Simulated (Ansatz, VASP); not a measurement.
# PtSe2: VASP beside Ansatz

```
CELL_PARAMETERS angstrom
3.70687 0.00000 0.00000
-1.85343 3.21024 0.00000
0.00000 0.00000 31.12162
ATOMIC_POSITIONS crystal
Se 0.66667 0.33333 0.45743
Se 0.33333 0.66667 0.54257
Pt 0.00000 0.00000 0.50000
```

Alike in both runs: task single point; functional HSE06; dispersion D3(BJ); k mesh 6 × 6 × 1; occupations gaussian, width 0.02 eV; no spin polarisation.

```csv
,VASP,Ansatz
version,VASP 6.6.1,Ansatz 0.2.0
potentials or method,"VASP PAW PBE potentials, release 64 (Se, Pt), cutoff 400 eV","scalar-relativistic, plane waves, PAW"
valence electrons in the cell,22,50
```

Ansatz gave:

```
gap on the k mesh at the Fermi level (eV) : 2.19
least direct gap on the mesh (eV)         : 2.36
rms of the force components (eV/Å)        : 0.211
```

Q: What did VASP give for the same quantities?

A: gap on the k mesh at the Fermi level (eV): 2.18; least direct gap on the mesh (eV): 2.35; rms of the force components (eV/Å): 0.218.

VASP's potentials hold 22 valence electrons a cell and Ansatz's 50, so a difference there can come from the potentials and not from the codes. Ansatz's warnings: stress exchange threshold loose, stress scf threshold loose.

Spin-orbit coupling is off throughout.
